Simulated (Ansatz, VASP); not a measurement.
This is a calculation of CuO for Ansatz 0.2.0.

File input.yaml:

```yaml
crystal:
  lattice:
    - [2.34185, -1.7113, 0.0]
    - [2.34185, 1.7113, 0.0]
    - [-0.8500274268, 0.0, 5.0578693947]
  atoms:
    - { symbol: Cu, position: [0.5, 0.0, 0.5] }
    - { symbol: Cu, position: [0.0, 0.5, 0.0] }
    - { symbol: O, position: [0.4184, 0.5816, 0.75] }
    - { symbol: O, position: [0.5816, 0.4184, 0.25] }
hamiltonian:
  xc: pbe
  pseudopotentials: { kind: paw }
kpoints:
  mp_grid: { grid: [10, 10, 5] }
scf:
  occupations: { method: gaussian, width: 0.029 }
output:
  forces: true
  stress: true
  eigenvalues: true
```

Potentials or basis: Ansatz PAW.

Launch:

```bash
$ ansatz run input.yaml --threads 2 --pin off --max-ram 5632MiB --backend cpu --events-out ev --progress --plain --runs-dir out
```

Task: Translate it to VASP 6.6.1. Potentials there: VASP PAW PBE potentials, release 64 (Cu, O).

Result: As run (the cutoff follows the program's own potentials):

INCAR

```
SYSTEM = CuO
PREC     = Accurate       ! precision mode
ENCUT    = 520            ! plane-wave cutoff, eV
EDIFF    = 1E-7           ! SCF threshold, eV
ISMEAR   = 0              ! smearing method
SIGMA    = 0.028999999999999998 ! smearing width, eV
LREAL    = .FALSE.        ! projectors in reciprocal space
LASPH    = .TRUE.         ! aspherical terms in the spheres
NELM     = 100            ! most SCF steps
ALGO     = Normal         ! electronic algorithm
ISIF     = 2              ! what is computed and relaxed
LWAVE    = .FALSE.        ! write WAVECAR
LCHARG   = .TRUE.         ! write CHGCAR
GGA      = PE             ! functional
LELF     = .TRUE.         ! ELF
LVHAR    = .TRUE.       
NBANDS   = 25             ! bands
```

Contents of KPOINTS:

```
regular mesh
0
G
  10 10 5
  0 0 0
```

POSCAR

```
CuO
1.0
    2.3418500000     -1.7113000000      0.0000000000
    2.3418500000      1.7113000000      0.0000000000
   -0.8500274268      0.0000000000      5.0578693947
Cu O
2 2
Direct
    0.5000000000      0.0000000000      0.5000000000
    0.0000000000      0.5000000000      0.0000000000
    0.4184000000      0.5816000000      0.7500000000
    0.5816000000      0.4184000000      0.2500000000
```

Potentials or basis: VASP PAW PBE potentials, release 64 (Cu, O).

Command:

```console
$ cat potpaw_PBE.64/Cu/POTCAR potpaw_PBE.64/O/POTCAR > POTCAR
$ mpirun -np 1 vasp_std > vasp.out
```

Both were run:

|  | VASP | Ansatz | Ansatz less VASP |
| --- | --- | --- | --- |
| gap on the k mesh at the Fermi level (eV) | none | none | - |
| pressure (GPa) | 6.3 | 5.7 | -0.66 |
| traceless stress, the component that is largest in VASP (GPa) | -1.34 | -1.27 | +0.063 |
| rms of the force components (eV/Å) | 0.089 | 0.107 | +0.0177 |

Atom by atom the forces differ by 0.018 eV/Å (rms over components). A gap of «none» marks a metal or a gap that the smearing closes. With one functional, cell and mesh, what is left measures potentials, basis and numerics. VASP's potentials hold 34 valence electrons a cell and Ansatz's 50, so a difference there can come from the potentials and not from the codes.
